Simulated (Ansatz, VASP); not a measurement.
TiPt3 in VASP and in Ansatz

```xyz
4
Lattice="4.0756 0.0000 0.0000 0.0000 4.0756 0.0000 0.0000 0.0000 4.0756" Properties=species:S:1:pos:R:3 pbc="T T T"
Ti    0.0000    0.0000    0.0000
Pt    0.0000    2.0378    2.0378
Pt    2.0378    0.0000    2.0378
Pt    2.0378    2.0378    0.0000
```

Alike in both runs: task single point; functional PBE; k mesh 10 × 10 × 10; occupations gaussian, width 0.1 eV; no spin polarisation.

```csv
,VASP,Ansatz
version,VASP 6.6.1,Ansatz 0.2.0
potentials or method,"VASP PAW PBE potentials, release 64 (Ti_sv, Pt), cutoff 520 eV","scalar-relativistic, plane waves, PAW"
valence electrons in the cell,42,66
```

VASP gave:

* gap on the k mesh at the Fermi level (eV): none
* pressure (GPa): -17.9

**Question.** Estimate Ansatz's values.

**Answer.** gap on the k mesh at the Fermi level (eV): none; pressure (GPa): -17.6.

A gap of «none» marks a metal or a gap that the smearing closes. The functional is the same, so the differences come from potentials, cutoffs and numerics. VASP's potentials hold 42 valence electrons a cell and Ansatz's 66, so a difference there can come from the potentials and not from the codes.

Neither program's run includes spin-orbit coupling.
